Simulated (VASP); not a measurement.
# In (P3_121) in VASP: single point with r2SCAN

Aim: the single point of In with r2SCAN.

Everything below comes from runs of VASP 6.6.1. Logs are shortened: lines on timing, memory, paths and dates and some standing lists are left out, and cuts for length are marked.

**1. The cell of the first run**

Symmetry: P3_121, No. 152, trigonal system. The conventional cell has a = 4.348 Å, b = 4.348 Å, c = 4.933 Å, α = 90.00°, β = 90.00°, γ = 120.00°. Within 3.1 Å of In (site symmetry 2) lie 2 In at 2.36 Å.

**2. Single point, r2SCAN**

Input file POSCAR:

```
In
1.0
    4.3480247748      0.0000000000      0.0000000000
   -2.1740123874      3.7654999113      0.0000000000
    0.0000000000      0.0000000000      4.9329796565
In
3
Direct
    0.2254000000      0.0000000000      0.3333333333
    0.0000000000      0.2254000000      0.6666666667
    0.7746000000      0.7746000000      0.0000000000
```

Input file INCAR.step1:

```
SYSTEM = In
  PREC = Accurate
  ENCUT = 520
  ISMEAR = 0
  SIGMA = 0.1
  LREAL = .False.
  LASPH = .True.
  NELM = 100
  NBANDS = 26
  GGA = PE
  ALGO = Normal
  EDIFF = 1E-4
  LWAVE = .True.
  LCHARG = .False.
```

Input file INCAR.step2:

```
SYSTEM = In
  PREC = Accurate
  ENCUT = 520
  EDIFF = 1E-6
  ISMEAR = 0
  SIGMA = 0.1
  LREAL = .False.
  LASPH = .True.
  NELM = 100
  ALGO = Normal
  ISIF = 2
  LWAVE = .False.
  LCHARG = .False.
  METAGGA = R2SCAN
  LMIXTAU = .True.
  NBANDS = 26
  ISTART = 1
```

Input file KPOINTS:

```
Automatic mesh
0
Gamma
  6 6 4
  0 0 0
```

Potentials or basis: VASP PAW PBE potentials, release 64 (In_d).

Started as:

```sh
cat potpaw_PBE.64/In_d/POTCAR > POTCAR
cp INCAR.step1 INCAR
mpirun -np 1 vasp_std > vasp.out
cp INCAR.step2 INCAR
mpirun -np 1 vasp_std > vasp.out
```

OUTCAR:

```text
SYSTEM = In
   PREC = Accurate
   ENCUT = 520
   EDIFF = 1E-6
   ISMEAR = 0
   LREAL = .False.
   LASPH = .True.
   NELM = 100
   ISIF = 2
   METAGGA = R2SCAN
   ISTART = 1

 ion  position               nearest neighbor table
   1  0.225  0.000  0.333-   3 2.36   2 2.36   3 3.42   3 3.42   2 3.42   2 3.42   2 3.70   3 3.70

   2  0.000  0.225  0.667-   3 2.36   1 2.36   3 3.42   3 3.42   1 3.42   1 3.42   1 3.70   3 3.70

   3  0.775  0.775  0.000-   1 2.36   2 2.36   1 3.42   2 3.42   2 3.42   1 3.42   1 3.70   2 3.70

  LATTYP: Found a hexagonal cell.
 ALAT       =     4.3480247748
 C/A-ratio  =     1.1345334749

  Lattice vectors:

 A1 = (   4.3480247748,   0.0000000000,   0.0000000000)
 A2 = (  -2.1740123874,   3.7654999113,   0.0000000000)
 A3 = (   0.0000000000,   0.0000000000,   4.9329796565)

Analysis of symmetry for initial positions (statically):
=====================================================================
 Subroutine PRICEL returns:
 Original cell was already a primitive cell.

 Routine SETGRP: Setting up the symmetry group for a
 hexagonal supercell.

 Subroutine GETGRP returns: Found  6 space group operations
 (whereof  2 operations were pure point group operations)
 out of a pool of 24 trial point group operations.

The static configuration has the point symmetry C_2 .
 The point group associated with its full space group is D_3 .

Analysis of symmetry for dynamics (positions and initial velocities):
=====================================================================
 Subroutine PRICEL returns:
 Original cell was already a primitive cell.

 Routine SETGRP: Setting up the symmetry group for a
 hexagonal supercell.

 Subroutine GETGRP returns: Found  6 space group operations
 (whereof  2 operations were pure point group operations)
 out of a pool of 24 trial point group operations.

The dynamic configuration has the point symmetry C_2 .
 The point group associated with its full space group is D_3 .

 Subroutine INISYM returns: Found  6 space group operations
 (whereof  2 operations are pure point group operations),
 and found     1 'primitive' translations

----------------------------------------------------------------------------------------

                                     Primitive cell

  volume of cell :      80.7651

  direct lattice vectors                    reciprocal lattice vectors
     4.348024775  0.000000000  0.000000000     0.229989490  0.132784494  0.000000000
    -2.174012387  3.765499911  0.000000000     0.000000000  0.265568988  0.000000000
     0.000000000  0.000000000  4.932979656     0.000000000  0.000000000  0.202717236

  length of vectors
     4.348024775  4.348024775  4.932979656     0.265568988  0.265568988  0.202717236

  position of ions in fractional coordinates (direct lattice)
     0.225400000  0.000000000  0.333333333
     0.000000000  0.225400000  0.666666667
     0.774600000  0.774600000  0.000000000

  ion indices of the primitive-cell ions
   primitive index   ion index
                 1           1
                 2           2
                 3           3

----------------------------------------------------------------------------------------

 KPOINTS: Automatic mesh

Automatic generation of k-mesh.
 Grid dimensions read from file:
 generate k-points for:    6    6    4

 Generating k-lattice:

  Cartesian coordinates                     Fractional coordinates (reciprocal lattice)
     0.038331582  0.022130749  0.000000000     0.166666667  0.000000000  0.000000000
     0.000000000  0.044261498  0.000000000     0.000000000  0.166666667  0.000000000
     0.000000000  0.000000000  0.050679309     0.000000000  0.000000000  0.250000000

  Length of vectors
     0.044261498  0.044261498  0.050679309

  Shift w.r.t. Gamma in fractional coordinates (k-lattice)
     0.000000000  0.000000000  0.000000000

 Subroutine IBZKPT returns following result:
 ===========================================

 Found     24 irreducible k-points:

 Following reciprocal coordinates:
            Coordinates               Weight
  0.000000  0.000000  0.000000      1.000000
  0.166667  0.000000  0.000000      6.000000
  0.333333 -0.000000  0.000000      6.000000
  0.500000  0.000000  0.000000      3.000000
  0.166667  0.166667  0.000000      6.000000
  0.333333  0.166667  0.000000     12.000000
[... 16 lines left out ...]
  0.333333  0.166667  0.500000     12.000000
  0.333333  0.333333  0.500000      2.000000
   k-points           NKPTS =     24   k-points in BZ     NKDIM =     24   number of bands    NBANDS=     26
   number of dos      NEDOS =    301   number of ions     NIONS =      3
   total plane-waves  NPLWV =  40960
   dimension x,y,z NGX =    32 NGY =   32 NGZ =   40
   dimension x,y,z NGXF=    64 NGYF=   64 NGZF=   80
   ions per type =               3
   NGX,Y,Z   is equivalent  to a cutoff of  12.24, 12.24, 13.48 a.u.
   NGXF,Y,Z  is equivalent  to a cutoff of  24.47, 24.47, 26.96 a.u.
 SYSTEM =  In
   PREC   = accura    normal or accurate (medium, high low for compatibility)
   ISTART =      1    job   : 0-new  1-cont  2-samecut
   ICHARG =      0    charge: 1-file 2-atom 10-const
   ISPIN  =      1    spin polarized calculation?
   LNONCOLLINEAR =      F non collinear calculations
   LSORBIT =      F    spin-orbit coupling
   LASPH  =      T    aspherical Exc in radial PAW
   ENCUT  =  520.0 eV  38.22 Ry    6.18 a.u.   8.08  8.08  9.17*2*pi/ulx,y,z
   NELM   =    100;   NELMIN=  2; NELMDL=  0     # of ELM steps
   EDIFF  = 0.1E-05   stopping-criterion for ELM
   LREAL  =      F    real-space projection
   EDIFFG = 0.1E-04   stopping-criterion for IOM
   NSW    =      0    number of steps for IOM
   IBRION =     -1    ionic relax: 0-MD 1-quasi-New 2-CG
   NFREE  =      0    steps in history (QN), initial steepest desc. (CG)
   ISIF   =      2    stress and relaxation
   ISYM   =      2    0-nonsym 1-usesym 2-fastsym
   POTIM  = 0.5000    time-step for ionic-motion
   TEBEG  =    0.0;   TEEND  =   0.0 temperature during run
   PSTRESS=    0.0 pullay stress
   NELECT =      39.0000    total number of electrons
   NUPDOWN=      -1.0000    fix difference up-down
   EMIN   =  10.00;   EMAX   =-10.00  energy-range for DOS
   EFERMI =   0.00;   METHOD = LEGACY
   ISMEAR =     0;   SIGMA  =   0.10  broadening in eV -4-tet -1-fermi 0-gaus
   EFERMI_NEDOS =   21; number of points for ismear=-14 and -15
   IALGO  =     38    algorithm
   IMIX   =      4    mixing-type and parameters
     AMIX     =   0.40;   BMIX     =  1.00
     AMIX_MAG =   1.60;   BMIX_MAG =  1.00
  volume/ion in A,a.u.               =      26.92       181.68
  Fermi-wavevector in a.u.,A,eV,Ry     =   1.284365  2.427097 22.444072  1.649593
  Thomas-Fermi vector in A             =   2.416563
   LORBIT       =      0    0 simple, 1 ext, 2 COOP (PROOUT), +10 PAW based schemes
   METAGGA = R2SCAN    functional components
   LHFCALC =     F    Hartree Fock is set to
   AEXX    =    0.0000 exact exchange contribution
   IVDW    =     0    specifies the selected vdW correction
   LEPSILON=     F    determine dielectric tensor
   LRPA    =     F    only Hartree local field effects (RPA)
 non-spin polarized calculation
 Gauss-broadening in eV      SIGMA  =   0.10
  energy-cutoff  :      520.00
  volume of cell :       80.77
 maximum number of plane-waves:      2198
   NGX = 17   NGY = 17   NGZ = 19

 number of electron      38.9999995 magnetization

 Free energy of the ion-electron system (eV)
  ---------------------------------------------------
  ext. energy  EPLUGINS =         0.00000000
  ---------------------------------------------------
  free energy    TOTEN  =       -64.18752698 eV

  energy without entropy =      -64.18045082  energy(sigma->0) =      -64.18398890

 E-fermi :   6.9384     XC(G=0): -10.6843

 val. band max:        6.8983210375   @ k =   0.3333  -0.0000   0.0000
 cond. band min:       6.9625493390   @ k =   0.0000   0.0000   0.2500
 fundamental gap:      0.0642283015
 Fermi energy:         6.9384016766

 k-point     1 :       0.0000    0.0000    0.0000
  band No.  band energies     occupation
      1      -9.8550      2.00000
      2      -9.8550      2.00000
      3      -9.3181      2.00000
      4      -9.2022      2.00000
      5      -9.2022      2.00000
      6      -8.9098      2.00000
[... 18 lines left out ...]
     25      14.7972      0.00000
     26      15.7197      0.00000

 k-point     2 :       0.1667    0.0000    0.0000
  band No.  band energies     occupation
      1      -9.8430      2.00000
      2      -9.8343      2.00000
      3      -9.3218      2.00000
      4      -9.2022      2.00000
      5      -9.1893      2.00000
      6      -8.9417      2.00000
[... 18 lines left out ...]
     25      14.2831      0.00000
     26      14.9217      0.00000

 k-point     3 :       0.3333   -0.0000    0.0000
  band No.  band energies     occupation
      1      -9.8181      2.00000
      2      -9.7932      2.00000
      3      -9.3353      2.00000
      4      -9.1923      2.00000
      5      -9.1639      2.00000
      6      -9.0005      2.00000
[... 18 lines left out ...]
     25      14.0829      0.00000
     26      15.1877      0.00000

 k-point     4 :       0.5000    0.0000    0.0000
  band No.  band energies     occupation
      1      -9.8051      2.00000
      2      -9.7728      2.00000
      3      -9.3441      2.00000
      4      -9.1834      2.00000
      5      -9.1513      2.00000
      6      -9.0279      2.00000
[... 18 lines left out ...]
     25      13.9369      0.00000
     26      15.0637      0.00000
[... 496 lines left out ...]
      1      -9.9468      2.00000
      2      -9.4658      2.00000
      3      -9.4361      2.00000
      4      -9.2918      2.00000
      5      -9.0464      2.00000
      6      -9.0361      2.00000
[... 18 lines left out ...]
     25      14.0827      0.00000
     26      14.5165      0.00000

 k-point    23 :       0.3333    0.1667    0.5000
  band No.  band energies     occupation
      1      -9.9441      2.00000
      2      -9.4515      2.00000
      3      -9.4148      2.00000
      4      -9.2605      2.00000
      5      -9.0313      2.00000
      6      -9.0202      2.00000
[... 18 lines left out ...]
     25      15.6840      0.00000
     26      16.4415      0.00000

 k-point    24 :       0.3333    0.3333    0.5000
  band No.  band energies     occupation
      1      -9.9419      2.00000
      2      -9.4267      2.00000
      3      -9.4267      2.00000
      4      -9.2495      2.00000
      5      -9.0220      2.00000
      6      -9.0220      2.00000
[... 18 lines left out ...]
     25      16.2089      0.00000
     26      16.2089      0.00000

------------------------ aborting loop because EDIFF is reached ----------------------------------------

  FORCE on cell =-STRESS in cart. coord.  units (eV):
  Direction    XX          YY          ZZ          XY          YZ          ZX
  --------------------------------------------------------------------------------------
  -------------------------------------------------------------------------------------
  Total        6.6749587      6.6749587     17.7737217     -0.0000000      0.0000000     -0.0000000
  in kB      132.4143906    132.4143906    352.5859326     -0.0000000      0.0000000     -0.0000000
  external PRESSURE =     205.8049046 kB  Pullay stress =       0.0000000 kB

 VOLUME and BASIS-vectors are now :
 -----------------------------------------------------------------------------
  energy-cutoff  :      520.00
  volume of cell :       80.77
      direct lattice vectors                 reciprocal lattice vectors
     4.348024775  0.000000000  0.000000000     0.229989490  0.132784494  0.000000000
    -2.174012387  3.765499911  0.000000000     0.000000000  0.265568988  0.000000000
     0.000000000  0.000000000  4.932979656     0.000000000  0.000000000  0.202717236

 POSITION                                       TOTAL-FORCE (eV/Angst)
 -----------------------------------------------------------------------------------
      0.98004      0.00000      1.64433         6.612596     -0.000000     -0.000000
     -0.49002      0.84874      3.28865        -3.306298      5.726676      0.000000
      1.68399      2.91676      0.00000        -3.306298     -5.726676     -0.000000
 -----------------------------------------------------------------------------------
    total drift:                               -0.000023     -0.000039     -0.000000

  FREE ENERGIE OF THE ION-ELECTRON SYSTEM (eV)
  ---------------------------------------------------
  free  energy   TOTEN  =       -64.1875269798 eV

  energy  without entropy=      -64.1804508231  energy(sigma->0) =      -64.18398890
```

Run time: 2 min. Hardware: 1 thread of Intel Xeon Platinum 8124M at 3.00GHz (Skylake/Cascade Lake), shared host; peak memory 0.22 GiB.

What came out:

| Quantity | Value |
| --- | --- |
| Free energy | -64.1875 eV |
| Pressure | 20.6 GPa |
| Largest force | 6.613 eV/Å |

Forces on the atoms (eV/Å):
```
In   6.613  0.000  0.000
In  -3.306  5.727  0.000
In  -3.306 -5.727  0.000
```

Caveat: the PAW data sets were made with another functional, which shifts forces and pressure a little; spin-orbit coupling is left out, which moves the levels of the heavy elements.
